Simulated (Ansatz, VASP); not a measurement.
Sb: VASP beside Ansatz

```
Sb
1.0
    -1.52968    1.52968    2.52066
     1.52968   -1.52968    2.52066
     1.52968    1.52968   -2.52066
Sb
1
Direct
  0.00000 0.00000 0.00000
```

Change from the starting cell: volume scaled by 1.05.

Alike in both runs: task single point; functional PBEsol; k mesh 19 × 19 × 19; occupations fermi-dirac, width 0.05 eV; no spin polarisation.

```csv
,VASP,Ansatz
version,VASP 6.6.1,Ansatz 0.2.0
potentials or method,"VASP PAW PBE potentials, release 64 (Sb), cutoff 520 eV","all-electron LAPW, scalar-relativistic"
```

Ansatz gave:

| Property | Result |
| --- | --- |
| pressure (GPa) | 9.4 |
| traceless stress, the component that is largest in VASP (GPa) | -0.73 |

**Question.** Estimate VASP's values.

**Answer.** Pressure (GPa): 9.5; traceless stress, the component that is largest in VASP (GPa): -0.81.

VASP's potentials were made for PBE, not for PBEsol. Ansatz ran all-electron here, and VASP with PAW potentials.

Neither program's run includes spin-orbit coupling.
